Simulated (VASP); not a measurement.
# C (R-3m) in VASP: a series of runs

Runs on C. Level: PBE. Tasks: single point.

Program: VASP 6.6.1. These are calculated values, not measurements. Logs are shortened: lines on timing, memory, paths and dates and some standing lists are left out, and cuts for length are marked.

## (1) The cell of the first run

It takes space group R-3m (No. 166, trigonal). The conventional cell has a = 2.491 Å, b = 2.491 Å, c = 25.573 Å, α = 90.00°, β = 90.00°, γ = 120.00°. C (site symmetry 3m) has 3 C at 1.44 Å within 1.9 Å. Within 1.9 Å of C (site symmetry 3m) lie 3 C at 1.44 Å.

## (2) Single point, PBE (biaxial strain in the a-b plane: +1.0 %)

Input file INCAR:

```
SYSTEM = C
ALGO = Normal
EDIFF = 1E-6
ENCUT = 520
GGA = PE
ISIF = 2
ISMEAR = 0
LASPH = .TRUE.
LCHARG = .TRUE.
LELF = .TRUE.
LREAL = .FALSE.
LVHAR = .TRUE.
LWAVE = .FALSE.
NBANDS = 36
NELM = 100
PREC = Accurate
SIGMA = 0.01
```

Input file KPOINTS:

```
k-points
0
G
  18 18 2
  0 0 0
```

Input file POSCAR:

```
C
1.0
    2.4911814209      0.0000000000      0.0000000000
   -1.2455907104      2.1574263959      0.0000000000
    0.0000000000      0.0000000000     25.5726420942
C
12
Direct
    0.0000000000      0.0000000000      0.9175620076
    0.3333333333      0.6666666667      0.9175586021
    0.0000000000      0.0000000000      0.7491080646
    0.3333333333      0.6666666667      0.7491046590
    0.6666666667      0.3333333333      0.2508953410
    0.0000000000      0.0000000000      0.2508919354
    0.6666666667      0.3333333333      0.0824413979
    0.0000000000      0.0000000000      0.0824379924
    0.3333333333      0.6666666667      0.5842286743
    0.6666666667      0.3333333333      0.5842252687
    0.3333333333      0.6666666667      0.4157747313
    0.6666666667      0.3333333333      0.4157713257
```

Potentials or basis: VASP PAW PBE potentials, release 64 (C).

On the command line:

```sh
> cat potpaw_PBE.64/C/POTCAR > POTCAR
> mpirun -np 1 vasp_std > vasp.out
```

OUTCAR:

```text
SYSTEM = C
   EDIFF = 1E-6
   ENCUT = 520
   GGA = PE
   ISIF = 2
   ISMEAR = 0
   LASPH = .TRUE.
   LREAL = .FALSE.
   NELM = 100
   PREC = Accurate

 ion  position               nearest neighbor table
   1  0.000  0.000  0.918-   2 1.44   2 1.44   2 1.44
   2  0.333  0.667  0.918-   1 1.44   1 1.44   1 1.44
   3  0.000  0.000  0.749-   4 1.44   4 1.44   4 1.44
   4  0.333  0.667  0.749-   3 1.44   3 1.44   3 1.44
   5  0.667  0.333  0.251-   6 1.44   6 1.44   6 1.44
   6  0.000  0.000  0.251-   5 1.44   5 1.44   5 1.44
   7  0.667  0.333  0.082-   8 1.44   8 1.44   8 1.44
   8  0.000  0.000  0.082-   7 1.44   7 1.44   7 1.44
   9  0.333  0.667  0.584-  10 1.44  10 1.44  10 1.44
  10  0.667  0.333  0.584-   9 1.44   9 1.44   9 1.44
  11  0.333  0.667  0.416-  12 1.44  12 1.44  12 1.44
  12  0.667  0.333  0.416-  11 1.44  11 1.44  11 1.44

  LATTYP: Found a hexagonal cell.
 ALAT       =     2.4911814209
 C/A-ratio  =    10.2652668648

  Lattice vectors:

 A1 = (   2.4911814209,   0.0000000000,   0.0000000000)
 A2 = (  -1.2455907104,   2.1574263959,   0.0000000000)
 A3 = (   0.0000000000,   0.0000000000,  25.5726420942)

Analysis of symmetry for initial positions (statically):
=====================================================================
 Subroutine PRICEL returns following result:

  LATTYP: Found a trigonal (rhomboedric) cell.
 ALAT       =     8.6447027978
 COS(alpha) =     0.9584777783

  Lattice vectors:

 A1 = (   1.2455907103,  -0.7191421319,  -8.5242140305)
 A2 = (  -1.2455907102,  -0.7191421321,  -8.5242140331)
 A3 = (  -0.0000000001,   1.4382842640,  -8.5242140305)

   3 primitive cells build up your supercell.

 Routine SETGRP: Setting up the symmetry group for a
 hexagonal supercell.

 Subroutine GETGRP returns: Found 12 space group operations
 (whereof 12 operations were pure point group operations)
 out of a pool of 24 trial point group operations.

The static configuration has the point symmetry D_3d.

Analysis of symmetry for dynamics (positions and initial velocities):
=====================================================================
 Subroutine PRICEL returns following result:

  LATTYP: Found a trigonal (rhomboedric) cell.
 ALAT       =     8.6447027978
 COS(alpha) =     0.9584777783

  Lattice vectors:

 A1 = (   1.2455907103,  -0.7191421319,  -8.5242140305)
 A2 = (  -1.2455907102,  -0.7191421321,  -8.5242140331)
 A3 = (  -0.0000000001,   1.4382842640,  -8.5242140305)

   3 primitive cells build up your supercell.

 Routine SETGRP: Setting up the symmetry group for a
 hexagonal supercell.

 Subroutine GETGRP returns: Found 12 space group operations
 (whereof 12 operations were pure point group operations)
 out of a pool of 24 trial point group operations.

The dynamic configuration has the point symmetry D_3d.

 Subroutine INISYM returns: Found 12 space group operations
 (whereof 12 operations are pure point group operations),
 and found     3 'primitive' translations

----------------------------------------------------------------------------------------

                                     Primitive cell

  volume of cell :      45.8137

  direct lattice vectors                    reciprocal lattice vectors
     1.245590710 -0.719142132 -8.524214031     0.401415968 -0.231757617 -0.039104290
    -1.245590710 -0.719142132 -8.524214033    -0.401415967 -0.231757617 -0.039104290
    -0.000000000  1.438284264 -8.524214031    -0.000000000  0.463515234 -0.039104290

  length of vectors
     8.644702798  8.644702800  8.644702798     0.465161818  0.465161818  0.465161818

  position of ions in fractional coordinates (direct lattice)
     0.082437992  0.082437992  0.082437992
     0.749108065  0.749108065  0.749108065
     0.250891935  0.250891935  0.250891935
     0.917562008  0.917562008  0.917562008

  ion indices of the primitive-cell ions
   primitive index   ion index
                 1           1
                 2           6
                 3           3
                 4           8

----------------------------------------------------------------------------------------

 KPOINTS: k-points

Automatic generation of k-mesh.
 Grid dimensions read from file:
 generate k-points for:   18   18    2

 Generating k-lattice:

  Cartesian coordinates                     Fractional coordinates (reciprocal lattice)
     0.022300887  0.012875423  0.000000000     0.055555556  0.000000000  0.000000000
     0.000000000  0.025750846  0.000000000     0.000000000  0.055555556  0.000000000
     0.000000000  0.000000000  0.019552145     0.000000000  0.000000000  0.500000000

  Length of vectors
     0.025750846  0.025750846  0.019552145

  Shift w.r.t. Gamma in fractional coordinates (k-lattice)
     0.000000000  0.000000000  0.000000000

 Subroutine IBZKPT returns following result:
 ===========================================

 Found     74 irreducible k-points:

 Following reciprocal coordinates:
[... 81 lines left out ...]
 cond. band min:       2.6719625262   @ k =   0.3333   0.3333   0.5000
 fundamental gap:      0.0709398762
 Fermi energy:         2.6364940783

 k-point     1 :       0.0000    0.0000    0.0000
  band No.  band energies     occupation
      1     -16.6578      2.00000
      2     -16.6488      2.00000
      3     -16.6488      2.00000
      4     -16.6299      2.00000
      5     -16.6299      2.00000
      6     -16.6208      2.00000
[... 28 lines left out ...]
     35      10.7506      0.00000
     36      10.7510      0.00000

 k-point     2 :       0.0556   -0.0000    0.0000
  band No.  band energies     occupation
      1     -16.5861      2.00000
      2     -16.5771      2.00000
      3     -16.5771      2.00000
      4     -16.5584      2.00000
      5     -16.5584      2.00000
      6     -16.5493      2.00000
[... 28 lines left out ...]
     35      10.8591      0.00000
     36      10.9157      0.00000

 k-point     3 :       0.1111   -0.0000    0.0000
  band No.  band energies     occupation
      1     -16.3712      2.00000
      2     -16.3624      2.00000
      3     -16.3624      2.00000
      4     -16.3440      2.00000
      5     -16.3439      2.00000
      6     -16.3350      2.00000
[... 28 lines left out ...]
     35      10.8177      0.00000
     36      10.8186      0.00000

 k-point     4 :       0.1667    0.0000    0.0000
  band No.  band energies     occupation
      1     -16.0142      2.00000
      2     -16.0057      2.00000
      3     -16.0057      2.00000
      4     -15.9878      2.00000
      5     -15.9878      2.00000
      6     -15.9791      2.00000
[... 28 lines left out ...]
     35      10.7343      0.00000
     36      10.7365      0.00000

 k-point     5 :       0.2222   -0.0000    0.0000
  band No.  band energies     occupation
      1     -15.5171      2.00000
      2     -15.5090      2.00000
      3     -15.5089      2.00000
      4     -15.4918      2.00000
      5     -15.4918      2.00000
      6     -15.4835      2.00000
[... 655 lines left out ...]
 k-point    22 :       0.2778    0.1111    0.0000
  band No.  band energies     occupation
      1     -13.9118      2.00000
      2     -13.9047      2.00000
      3     -13.9047      2.00000
      4     -13.8899      2.00000
      5     -13.8898      2.00000
      6     -13.8826      2.00000
[... 28 lines left out ...]
     35      11.1615      0.00000
     36      11.2581      0.00000

 k-point    23 :       0.3333    0.1111    0.0000
  band No.  band energies     occupation
      1     -13.0306      2.00000
      2     -13.0240      2.00000
      3     -13.0239      2.00000
      4     -13.0104      2.00000
      5     -13.0103      2.00000
      6     -13.0037      2.00000
[... 28 lines left out ...]
     35      11.0914      0.00000
     36      11.0973      0.00000

 k-point    24 :       0.3889    0.1111    0.0000
  band No.  band energies     occupation
      1     -12.0649      2.00000
      2     -12.0592      2.00000
      3     -12.0588      2.00000
      4     -12.0472      2.00000
      5     -12.0467      2.00000
      6     -12.0410      2.00000
[... 28 lines left out ...]
     35      10.9830      0.00000
     36      11.0014      0.00000

 [... further k-points ...]

------------------------ aborting loop because EDIFF is reached ----------------------------------------

  FORCE on cell =-STRESS in cart. coord.  units (eV):
  Direction    XX          YY          ZZ          XY          YZ          ZX
  --------------------------------------------------------------------------------------
  -------------------------------------------------------------------------------------
  Total       -7.5123390     -7.5123390      0.0068868     -0.0000000      0.0000000      0.0000000
  in kB      -87.5727147    -87.5727147      0.0802806     -0.0000000      0.0000000      0.0000000
  external PRESSURE =     -58.3550496 kB  Pullay stress =       0.0000000 kB

 VOLUME and BASIS-vectors are now :
 -----------------------------------------------------------------------------
  energy-cutoff  :      520.00
  volume of cell :      137.44
      direct lattice vectors                 reciprocal lattice vectors
     2.491181421  0.000000000  0.000000000     0.401415967  0.231757617  0.000000000
    -1.245590710  2.157426396  0.000000000     0.000000000  0.463515234  0.000000000
     0.000000000  0.000000000 25.572642094     0.000000000  0.000000000  0.039104290

 POSITION                                       TOTAL-FORCE (eV/Angst)
 -----------------------------------------------------------------------------------
      0.00000      0.00000     23.46448        -0.000000      0.000000     -0.000530
     -0.00000      1.43828     23.46440         0.000000     -0.000000      0.000727
      0.00000      0.00000     19.15667        -0.000000      0.000000     -0.000727
     -0.00000      1.43828     19.15659         0.000000     -0.000000      0.000530
      1.24559      0.71914      6.41606        -0.000000      0.000000     -0.000530
      0.00000      0.00000      6.41597         0.000000     -0.000000      0.000727
      1.24559      0.71914      2.10824        -0.000000      0.000000     -0.000727
      0.00000      0.00000      2.10816         0.000000     -0.000000      0.000530
     -0.00000      1.43828     14.94027        -0.000000      0.000000     -0.000530
      1.24559      0.71914     14.94018         0.000000     -0.000000      0.000727
     -0.00000      1.43828     10.63246        -0.000000      0.000000     -0.000727
      1.24559      0.71914     10.63237         0.000000     -0.000000      0.000530
 -----------------------------------------------------------------------------------
    total drift:                                0.000000      0.000000      0.000000

  FREE ENERGIE OF THE ION-ELECTRON SYSTEM (eV)
  ---------------------------------------------------
  free  energy   TOTEN  =      -110.6412992169 eV

  energy  without entropy=     -110.6412992162  energy(sigma->0) =     -110.64129922
```

It took 2.5 min on 1 thread of AMD EPYC 9R45 (Zen 5), shared host; peak memory 0.37 GiB.

Results:

| Item | Value |
| --- | --- |
| Free energy | -110.6413 eV |
| Pressure | -5.8 GPa |

Caveat: the cell differs from its parent crystal (biaxial strain in the a-b plane: +1.0 %); the cell stands under tension; this functional lacks dispersion, which binds the layers, so the pressure and a relaxed spacing across them are unreliable.

## (3) Single point, PBE (biaxial strain in the a-b plane: +2.0 %)

Input file INCAR:

```
SYSTEM = C
PREC     = Accurate       ! precision mode
ENCUT    = 520            ! plane-wave cutoff, eV
EDIFF    = 1E-7           ! SCF threshold, eV
ISMEAR   = 0              ! smearing method
SIGMA    = 0.01           ! smearing width, eV
LREAL    = .False.        ! projectors in reciprocal space
LASPH    = .True.         ! aspherical terms in the spheres
NELM     = 60             ! most SCF steps
ALGO     = Normal         ! electronic algorithm
ISIF     = 2              ! what is computed and relaxed
LWAVE    = .False.        ! write WAVECAR
LCHARG   = .True.         ! write CHGCAR
GGA      = PE             ! functional
LELF     = .True.         ! ELF
LVHAR    = .True.       
NBANDS   = 36             ! bands
```

Input file KPOINTS:

```
Automatic mesh
0
Gamma
  18 18 2
  0 0 0
```

Input file POSCAR:

```
C
1.0
    2.5158465834      0.0000000000      0.0000000000
   -1.2579232917      2.1787870533      0.0000000000
    0.0000000000      0.0000000000     25.4182800695
C
12
Direct
    0.0000000000      0.0000000000      0.9174961629
    0.3333333333      0.6666666667      0.9174946327
    0.0000000000      0.0000000000      0.7491720340
    0.3333333333      0.6666666667      0.7491705038
    0.6666666667      0.3333333333      0.2508294962
    0.0000000000      0.0000000000      0.2508279660
    0.6666666667      0.3333333333      0.0825053673
    0.0000000000      0.0000000000      0.0825038371
    0.3333333333      0.6666666667      0.5841628296
    0.6666666667      0.3333333333      0.5841612994
    0.3333333333      0.6666666667      0.4158387006
    0.6666666667      0.3333333333      0.4158371704
```

Potentials or basis: VASP PAW PBE potentials, release 64 (C).

On the command line:

```sh
> cat potpaw_PBE.64/C/POTCAR > POTCAR
> mpirun -np 1 vasp_std > vasp.out
```

Wall time 3.1 min (1 thread of AMD EPYC 9R45 (Zen 5), shared host); peak memory 0.37 GiB.

It converged, with:

```
Free energy : -110.4197 eV
Pressure    : -11.5 GPa
```

Stress tensor (GPa, compression positive):
```
-17.30   0.00   0.00
  0.00 -17.30   0.00
  0.00   0.00   0.04
```

Caveat: the cell differs from its parent crystal (biaxial strain in the a-b plane: +2.0 %); the cell stands under tension; this functional lacks dispersion, which binds the layers, so the pressure and a relaxed spacing across them are unreliable.

## (4) Single point, PBE

This run uses another cell than the first one: it holds 28 atoms, not 12.

Input file INCAR:

```
SYSTEM = C
PREC = Accurate ; ENCUT = 520
EDIFF = 1E-7 ; ISMEAR = 0
SIGMA = 0.1 ; LREAL = Auto
LASPH = .TRUE. ; NELM = 100
ALGO = Normal ; ISIF = 2
LWAVE = .FALSE. ; LCHARG = .TRUE.
GGA = PE ; LELF = .TRUE.
LVHAR = .TRUE. ; NBANDS = 76
```

Input file KPOINTS:

```
regular mesh
0
G
  5 5 5
  0 0 0
```

Input file POSCAR:

```
C
1.0
   -4.9330325265     -4.2721314856      0.0000000000
    1.2332581316     -6.4081972285      0.0000000000
   -1.2332581316     -3.5601095714      8.5756686354
C
28
Direct
    0.7967237231      0.9395808660      0.7526859734
    0.9395808660      0.5110094374      0.7526859734
    0.5110094374      0.7967237231      0.7526859734
    0.6538665803      0.3681522946      0.7526859734
    0.2252951517      0.6538665803      0.7526859734
    0.3681522946      0.2252951517      0.7526859734
    0.0824380089      0.0824380089      0.7526859734
    0.4633937967      0.6062509395      0.7526757528
    0.6062509395      0.1776795110      0.7526757528
    0.1776795110      0.4633937967      0.7526757528
    0.3205366538      0.0348223681      0.7526757528
    0.8919652252      0.3205366538      0.7526757528
    0.0348223681      0.8919652252      0.7526757528
    0.7491080824      0.7491080824      0.7526757528
    0.9651776319      0.1080347748      0.2473242472
    0.1080347748      0.6794633462      0.2473242472
    0.6794633462      0.9651776319      0.2473242472
    0.8223204890      0.5366062033      0.2473242472
    0.3937490605      0.8223204890      0.2473242472
    0.5366062033      0.3937490605      0.2473242472
    0.2508919176      0.2508919176      0.2473242472
    0.6318477054      0.7747048483      0.2473140266
    0.7747048483      0.3461334197      0.2473140266
    0.3461334197      0.6318477054      0.2473140266
    0.4889905626      0.2032762769      0.2473140266
    0.0604191340      0.4889905626      0.2473140266
    0.2032762769      0.0604191340      0.2473140266
    0.9175619911      0.9175619911      0.2473140266
```

On the command line:

```sh
> cat potpaw_PBE.64/C/POTCAR > POTCAR
> mpirun -np 1 vasp_std > vasp.out
```

It took 18 min on 1 thread of Intel Xeon Platinum 8259CL at 2.50GHz (Skylake/Cascade Lake), shared host; peak memory 0.6 GiB.

It converged, with:

| Quantity | Value |
| --- | --- |
| Free energy | -258.3688 eV |
| Pressure | 0.3 GPa |
| Largest force | 0.003 eV/Å |

Forces on the atoms (eV/Å):
```
C    0.000  0.000  0.000
C    0.000  0.000  0.000
C    0.000  0.000  0.000
C    0.000  0.000  0.000
C    0.000  0.000  0.000
C    0.000  0.000  0.000
C    0.000  0.000  0.000
C    0.000  0.000  0.003
C    0.000  0.000  0.003
C    0.000  0.000  0.003
C    0.000  0.000  0.003
C    0.000  0.000  0.003
C    0.000  0.000  0.003
C    0.000  0.000  0.003
C    0.000  0.000 -0.003
C    0.000  0.000 -0.003
C    0.000  0.000 -0.003
C    0.000  0.000 -0.003
C    0.000  0.000 -0.003
C    0.000  0.000 -0.003
C    0.000  0.000 -0.003
C    0.000  0.000  0.000
C    0.000  0.000  0.000
C    0.000  0.000  0.000
C    0.000  0.000  0.000
C    0.000  0.000  0.000
C    0.000  0.000  0.000
C    0.000  0.000  0.000
```

Stress tensor (GPa, compression positive):
```
0.49 0.00 0.00
0.00 0.49 0.00
0.00 0.00 0.01
```

Caveat: this functional lacks dispersion, which binds the layers, so the pressure and a relaxed spacing across them are unreliable.

## (5) Single point, PBE

This run uses another cell than the first one, of 11.30 Å³/atom.

Input file INCAR:

```
SYSTEM = C
  PREC = Accurate
  ENCUT = 520
  EDIFF = 1E-7
  ISMEAR = 0
  SIGMA = 0.01
  LREAL = .FALSE.
  LASPH = .TRUE.
  NELM = 60
  ALGO = Normal
  ISIF = 2
  LWAVE = .FALSE.
  LCHARG = .FALSE.
  GGA = PE
  NBANDS = 36
```

Input file KPOINTS:

```
Automatic mesh
0
G
  18 18 2
  0 0 0
```

Input file POSCAR:

```
C
1.0
    2.4665162745      0.0000000000      0.0000000000
   -1.2332581372      2.1360657526      0.0000000000
    0.0000000000      0.0000000000     25.7270084748
C
12
Direct
    0.0000000000      0.0000000000      0.9175619636
    0.3333333333      0.6666666667      0.9175585529
    0.0000000000      0.0000000000      0.7491081138
    0.3333333333      0.6666666667      0.7491047030
    0.6666666667      0.3333333333      0.2508952970
    0.0000000000      0.0000000000      0.2508918862
    0.6666666667      0.3333333333      0.0824414471
    0.0000000000      0.0000000000      0.0824380364
    0.3333333333      0.6666666667      0.5842286303
    0.6666666667      0.3333333333      0.5842252195
    0.3333333333      0.6666666667      0.4157747805
    0.6666666667      0.3333333333      0.4157713697
```

On the command line:

```sh
> cat potpaw_PBE.64/C/POTCAR > POTCAR
> mpirun -np 1 vasp_std > vasp.out
```

Wall time 9.7 min (1 thread of Intel Xeon 8259CL, shared host); peak memory 0.38 GiB.

The run converged. Its results:

| Quantity | Value |
| --- | --- |
| Free energy | -110.7107 eV |
| Pressure | 0.4 GPa |

Stress tensor (GPa, compression positive):
```
 0.55  0.00  0.00
 0.00  0.55  0.00
 0.00  0.00 -0.02
```

Caveat: this functional lacks dispersion, which binds the layers, so the pressure and a relaxed spacing across them are unreliable.

## (6) Overview

```tsv
cell	k mesh	smearing	pressure (GPa)
a = 2.491, b = 2.491, c = 25.573 Å, angles 90.0, 90.0, 120.0°, 12 atoms, atomic positions A	18 × 18 × 2	gaussian 0.01 eV	-5.8
a = 2.516, b = 2.516, c = 25.418 Å, angles 90.0, 90.0, 120.0°, 12 atoms, atomic positions A	18 × 18 × 2	gaussian 0.01 eV	-11.5
a = 6.526, b = 6.526, c = 9.367 Å, angles 69.6, 69.6, 60.0°, 28 atoms, atomic positions B	5 × 5 × 5	gaussian 0.1 eV	0.3
a = 2.467, b = 2.467, c = 25.727 Å, angles 90.0, 90.0, 120.0°, 12 atoms, atomic positions A	18 × 18 × 2	gaussian 0.01 eV	0.4
```

Alike in all rows: task single point; level PBE; potentials or basis VASP PAW PBE potentials, release 64 (C); no spin polarisation; cutoff (eV) 520.

Caveats: this functional lacks dispersion, which binds the layers, so the pressure and a relaxed spacing across them are unreliable; the cell stands under tension (at least some runs).

Absolute energies hang on the potentials; compare differences alone.
